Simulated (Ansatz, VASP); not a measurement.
**AlRu in VASP and in Ansatz**

File INCAR:

```
SYSTEM = AlRu
PREC = Accurate
ENCUT = 600
EDIFF = 1E-6
ISMEAR = -1
SIGMA = 0.1
LREAL = .False.
LASPH = .True.
NELM = 100
ALGO = Normal
ISIF = 3
LWAVE = .False.
LCHARG = .False.
GGA = PE
IBRION = 2
NSW = 80
EDIFFG = -0.01
```

The input KPOINTS:

```
Automatic mesh
0
Gamma
  11 11 11
  0 0 0
```

POSCAR

```
AlRu
1.0
    2.9916000000      0.0000000000      0.0000000000
    0.0000000000      2.9916000000      0.0000000000
    0.0000000000      0.0000000000      2.9916000000
Al Ru
1 1
Direct
    0.0000000000      0.0000000000      0.0000000000
    0.5000000000      0.5000000000      0.5000000000
```

Input for Ansatz:

```yaml
crystal:
  lattice:
    - [2.9916, 0.0, 0.0]
    - [0.0, 2.9916, 0.0]
    - [0.0, 0.0, 2.9916]
  atoms:
    - { symbol: Al, position: [0.0, 0.0, 0.0] }
    - { symbol: Ru, position: [0.5, 0.5, 0.5] }
  symmetry: { tolerance: 0.0003 }
hamiltonian:
  xc: pbe
  pseudopotentials: { kind: paw, azcp: { folder: soft_1 } }
basis:
  ecutwfc: 420
magnetization:
  spin_polarized: false
scf:
  occupations: { method: fermi_dirac, width: 0.1 }
kpoints:
  mp_grid: { grid: [11, 11, 11], shift: [0, 0, 0] }
output:
  forces: true
  stress: true
  eigenvalues: true
relax:
  max_steps: 60
  cell: {}
```

Alike in both runs: task relaxation of cell and atoms; functional PBE; k mesh 11 × 11 × 11; occupations fermi-dirac, width 0.1 eV; no spin polarisation.

```csv
,VASP,Ansatz
version,VASP 6.6.1,Ansatz 0.2.0
potentials or method,"VASP PAW PBE potentials, release 64 (Al, Ru_pv), cutoff 600 eV",PAW plane waves
valence electrons in the cell,17,19
```

```tsv
	VASP	Ansatz	Ansatz less VASP
gap on the k mesh at the Fermi level, each at its own relaxed structure (eV)	none	none	-
relaxed volume (Å³/atom)	13.57	13.57	+0.002
relaxed cell length with the largest relative difference (Å)	3.005	3.005	+0.0002
```

A gap of «none» marks a metal or a gap that the smearing closes. VASP's potentials hold 17 valence electrons a cell and Ansatz's 19, so a difference there can come from the potentials and not from the codes.
